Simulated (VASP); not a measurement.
A run of VASP 6.6.1 is set up as follows.

File INCAR:

```
ALGO = Normal
EDIFF = 1E-6
ENCUT = 520
ISIF = 2
ISMEAR = 0
ISPIN = 2
LASPH = True
LCHARG = True
LELF = True
LMAXMIX = 4
LORBIT = 11
LREAL = False
LVHAR = True
LWAVE = False
MAGMOM = 0 0 0.125
NBANDS = 20
NELM = 150
NUPDOWN = 0.125
PREC = Accurate
SIGMA = 0.15
```

Contents of KPOINTS:

```
k-points
0
Gamma
  14 14 14
```

POSCAR

```
Si2Ni
1.0
    0.0000000000      2.6754800491      2.6754800491
    2.6754800491      0.0000000000      2.6754800491
    2.6754800491      2.6754800491      0.0000000000
Si Ni
2 1
Direct
    0.2500000000      0.2500000000      0.2500000000
    0.7500000000      0.7500000000      0.7500000000
    0.0000000000      0.0000000000      0.0000000000
```

Potentials or basis: VASP PAW LDA potentials, release 64 (Si, Ni).

Run with:

```bash
$ cat potpaw_LDA.64/Si/POTCAR potpaw_LDA.64/Ni/POTCAR > POTCAR
$ mpirun -np 1 vasp_std > vasp.out
```

(1) Estimate the pressure.

## Answers

(1) 0.1 GPa.

Caveat: the total moment is fixed, so each spin has its own Fermi level.
